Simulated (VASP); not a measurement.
ZnSi2N, 4 atoms in the cell. It takes space group P-3m1 (No. 164, trigonal). Conventional cell: a = 2.731 Å, b = 2.731 Å, c = 7.602 Å, α = 90.00°, β = 90.00°, γ = 120.00°. Zn (site symmetry -3m) has 6 Zn at 2.73 Å and 6 Si at 2.92 Å within 3.6 Å. Within 2.8 Å of Si (site symmetry 3m) lie 3 N at 2.07 Å and 6 Si at 2.73 Å. N (site symmetry -3m) has 6 Si at 2.07 Å and 6 N at 2.73 Å within 2.8 Å. The cell was generated, and may not be a known phase.

```yaml
Program: VASP 6.6.1
Task: relaxation of cell and atoms
Functional: PBE
Potentials_or_basis: VASP PAW PBE potentials, release 64 (Zn, Si, N)
Cutoff: 600 eV
k_mesh: 18 × 18 × 6
Occupations: gaussian, width 0.1 eV
Spin: no spin polarisation
Dipole_correction: no
Further_INCAR_settings: ALGO = Normal; EDIFF = 1e-06; IBRION = 2; EDIFFG = -0.01; NSW = 100; ISIF = 3
```

Potentials or basis: VASP PAW PBE potentials, release 64 (Zn, Si, N).

Command:

```console
$ cat potpaw_PBE.64/Zn/POTCAR potpaw_PBE.64/Si/POTCAR potpaw_PBE.64/N/POTCAR > POTCAR
$ mpirun -np 1 vasp_std > vasp.out
```

Hardware: 1 thread of Intel(R) Xeon(R) 6975P-C (Granite Rapids), with other jobs on the host.

**Question.** Estimate the wall time of this run.

**Answer.** Run time: 5.5 min on 1 thread of Intel(R) Xeon(R) 6975P-C (Granite Rapids) (shared host), peak memory 0.34 GiB. Counts: scf iterations 49, k points 202, ion steps 6.
